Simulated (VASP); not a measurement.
# Pd (Pm-3m) in VASP: a series of runs

Runs on Pd. Level: RPBE. Tasks: single point, relaxation of cell and atoms.

Everything below comes from runs of VASP 6.6.1. Logs are shortened: lines on timing, memory, paths and dates and some standing lists are left out, and cuts for length are marked.

## 1. The cell of the first run

The structure is cubic, space group Pm-3m (No. 221). Conventional cell: a = 2.746 Å, b = 2.746 Å, c = 2.746 Å, α = 90.00°, β = 90.00°, γ = 90.00°. Pd (site symmetry m-3m) has 6 Pd at 2.75 Å within 3.6 Å.

## 2. Single point, RPBE (volume scaled by 1.12)

INCAR reads:

```
SYSTEM = Pd
  PREC = Accurate
  ENCUT = 520
  EDIFF = 1E-6
  ISMEAR = -1
  SIGMA = 0.1
  LREAL = .False.
  LASPH = .True.
  NELM = 80
  ALGO = Normal
  ISIF = 2
  LWAVE = .False.
  LCHARG = .True.
  GGA = RP
  LELF = .True.
  LVHAR = .True.
  NBANDS = 11
```

KPOINTS reads:

```
Automatic mesh
0
Gamma
  13 13 13
  0 0 0
```

POSCAR reads:

```
Pd
1.0
    2.7461868106      0.0000000000      0.0000000000
    0.0000000000      2.7461868106      0.0000000000
    0.0000000000      0.0000000000      2.7461868106
Pd
1
Direct
    0.0000000000      0.0000000000      0.0000000000
```

Potentials or basis: VASP PAW PBE potentials, release 64 (Pd).

Started as:

```
> cat potpaw_PBE.64/Pd/POTCAR > POTCAR
> mpirun -np 1 vasp_std > vasp.out
```

OUTCAR:

```text
SYSTEM = Pd
   PREC = Accurate
   ENCUT = 520
   EDIFF = 1E-6
   ISMEAR = -1
   LREAL = .False.
   LASPH = .True.
   NELM = 80
   ISIF = 2
   GGA = RP

 ion  position               nearest neighbor table
   1  0.000  0.000  0.000-

  LATTYP: Found a simple cubic cell.
 ALAT       =     2.7461868106

  Lattice vectors:

 A1 = (   2.7461868106,   0.0000000000,   0.0000000000)
 A2 = (   0.0000000000,   2.7461868106,   0.0000000000)
 A3 = (   0.0000000000,   0.0000000000,   2.7461868106)

Analysis of symmetry for initial positions (statically):
=====================================================================
 Subroutine PRICEL returns:
 Original cell was already a primitive cell.

 Routine SETGRP: Setting up the symmetry group for a
 simple cubic supercell.

 Subroutine GETGRP returns: Found 48 space group operations
 (whereof 48 operations were pure point group operations)
 out of a pool of 48 trial point group operations.

The static configuration has the point symmetry O_h .

Analysis of symmetry for dynamics (positions and initial velocities):
=====================================================================
 Subroutine PRICEL returns:
 Original cell was already a primitive cell.

 Routine SETGRP: Setting up the symmetry group for a
 simple cubic supercell.

 Subroutine GETGRP returns: Found 48 space group operations
 (whereof 48 operations were pure point group operations)
 out of a pool of 48 trial point group operations.

The dynamic configuration has the point symmetry O_h .

 Subroutine INISYM returns: Found 48 space group operations
 (whereof 48 operations are pure point group operations),
 and found     1 'primitive' translations

----------------------------------------------------------------------------------------

                                     Primitive cell

  volume of cell :      20.7105

  direct lattice vectors                    reciprocal lattice vectors
     2.746186811  0.000000000  0.000000000     0.364141287  0.000000000  0.000000000
     0.000000000  2.746186811  0.000000000     0.000000000  0.364141287  0.000000000
     0.000000000  0.000000000  2.746186811     0.000000000  0.000000000  0.364141287

  length of vectors
     2.746186811  2.746186811  2.746186811     0.364141287  0.364141287  0.364141287
[... 80 lines left out ...]
   LREAL  =      F    real-space projection
   EDIFFG = 0.1E-04   stopping-criterion for IOM
   NSW    =      0    number of steps for IOM
   IBRION =     -1    ionic relax: 0-MD 1-quasi-New 2-CG
   NFREE  =      0    steps in history (QN), initial steepest desc. (CG)
   ISIF   =      2    stress and relaxation
   ISYM   =      2    0-nonsym 1-usesym 2-fastsym
   POTIM  = 0.5000    time-step for ionic-motion
   TEBEG  =    0.0;   TEEND  =   0.0 temperature during run
   PSTRESS=    0.0 pullay stress
   NELECT =      10.0000    total number of electrons
   NUPDOWN=      -1.0000    fix difference up-down
   EMIN   =  10.00;   EMAX   =-10.00  energy-range for DOS
   EFERMI =   0.00;   METHOD = LEGACY
   ISMEAR =    -1;   SIGMA  =   0.10  broadening in eV -4-tet -1-fermi 0-gaus
   EFERMI_NEDOS =   21; number of points for ismear=-14 and -15
   IALGO  =     38    algorithm
   IMIX   =      4    mixing-type and parameters
     AMIX     =   0.40;   BMIX     =  1.00
     AMIX_MAG =   1.60;   BMIX_MAG =  1.00
  volume/ion in A,a.u.               =      20.71       139.76
  Fermi-wavevector in a.u.,A,eV,Ry     =   1.284334  2.427040 22.443009  1.649515
  Thomas-Fermi vector in A             =   2.416534
   LORBIT       =      0    0 simple, 1 ext, 2 COOP (PROOUT), +10 PAW based schemes
   GGA     = RP    functional components
   LHFCALC =     F    Hartree Fock is set to
   AEXX    =    0.0000 exact exchange contribution
   IVDW    =     0    specifies the selected vdW correction
   LEPSILON=     F    determine dielectric tensor
   LRPA    =     F    only Hartree local field effects (RPA)
 non-spin polarized calculation
  energy-cutoff  :      520.00
  volume of cell :       20.71
 maximum number of plane-waves:       587
   NGX = 11   NGY = 11   NGZ = 11

 number of electron      10.0000009 magnetization

 Free energy of the ion-electron system (eV)
  ---------------------------------------------------
  ext. energy  EPLUGINS =         0.00000000
  ---------------------------------------------------
  free energy    TOTEN  =        -4.11707411 eV

  energy without entropy =       -4.06578825  energy(sigma->0) =       -4.09143118

 E-fermi :   5.4240     XC(G=0): -10.9064

 val. band max:        5.4150484216   @ k =   0.3077   0.0000   0.0000
 cond. band min:       5.4287489135   @ k =   0.3846   0.3846   0.3077
 fundamental gap:      0.0137004919
 Fermi energy:         5.4240128760

 k-point     1 :       0.0000    0.0000    0.0000
  band No.  band energies     occupation
      1       0.4561      2.00000
      2       1.8271      2.00000
      3       1.8271      2.00000
      4       5.3423      1.38746
      5       5.3423      1.38746
      6       5.3423      1.38746
      7      20.7942      0.00000
      8      20.7942      0.00000
      9      20.7942      0.00000
     10      26.2534      0.00000
     11      26.3063      0.00000
[... 309 lines left out ...]
 k-point    24 :       0.3846    0.3077    0.0000
  band No.  band energies     occupation
      1       2.3648      2.00000
      2       2.4946      2.00000
      3       4.4409      1.99989
      4       4.4908      1.99982
      5       4.6868      1.99874
      6       7.0828      0.00000
      7      12.4157      0.00000
      8      16.9311      0.00000
      9      21.1309      0.00000
     10      26.2304      0.00000
     11      27.8623      0.00000

 [... further k-points ...]

------------------------ aborting loop because EDIFF is reached ----------------------------------------

  FORCE on cell =-STRESS in cart. coord.  units (eV):
  Direction    XX          YY          ZZ          XY          YZ          ZX
  --------------------------------------------------------------------------------------
  -------------------------------------------------------------------------------------
  Total       -1.1275510     -1.1275510     -1.1275510      0.0000000      0.0000000     -0.0000000
  in kB      -87.2281273    -87.2281273    -87.2281273      0.0000000      0.0000000     -0.0000000
  external PRESSURE =     -87.2281273 kB  Pullay stress =       0.0000000 kB

 VOLUME and BASIS-vectors are now :
 -----------------------------------------------------------------------------
  energy-cutoff  :      520.00
  volume of cell :       20.71
      direct lattice vectors                 reciprocal lattice vectors
     2.746186811  0.000000000  0.000000000     0.364141287  0.000000000  0.000000000
     0.000000000  2.746186811  0.000000000     0.000000000  0.364141287  0.000000000
     0.000000000  0.000000000  2.746186811     0.000000000  0.000000000  0.364141287

 POSITION                                       TOTAL-FORCE (eV/Angst)
 -----------------------------------------------------------------------------------
      0.00000      0.00000      0.00000         0.000000      0.000000      0.000000
 -----------------------------------------------------------------------------------
    total drift:                               -0.000000      0.000000     -0.000000

  FREE ENERGIE OF THE ION-ELECTRON SYSTEM (eV)
  ---------------------------------------------------
  free  energy   TOTEN  =        -4.1170741121 eV

  energy  without entropy=       -4.0657882500  energy(sigma->0) =       -4.09143118
```

stdout:

```text
POSCAR found type information on POSCAR Pd
 POSCAR found :  1 types and       1 ions
 scaLAPACK will be used
 -----------------------------------------------------------------------------
|                                                                             |
|                                                                             |
|     You enforced a specific xc type in the INCAR file but a different       |
|     I HOPE YOU KNOW WHAT YOU ARE DOING!                                     |
|                                                                             |
 -----------------------------------------------------------------------------

 LDA part: xc-table for (Slater+PW92), standard interpolation
 POSCAR, INCAR and KPOINTS ok, starting setup
 FFT: planning ... GRIDC
 FFT: planning ... GRID_SOFT
 FFT: planning ... GRID
 WAVECAR not read
 entering main loop
```

Run time: 11 s. Hardware: 1 thread of AMD EPYC 7R43 (Zen 3), shared host; peak memory 0.1 GiB.

What came out:

| Item | Value |
| --- | --- |
| Free energy | -4.1171 eV |
| Pressure | -8.7 GPa |
| Band gap on the k mesh | zero (band 5 reaches 6.19 eV, above the bottom of band 6 at 4.90 eV) |

Caveat: the PAW data sets were made with another functional, which shifts forces and pressure a little.

(Part 1 of 2 ends here.)
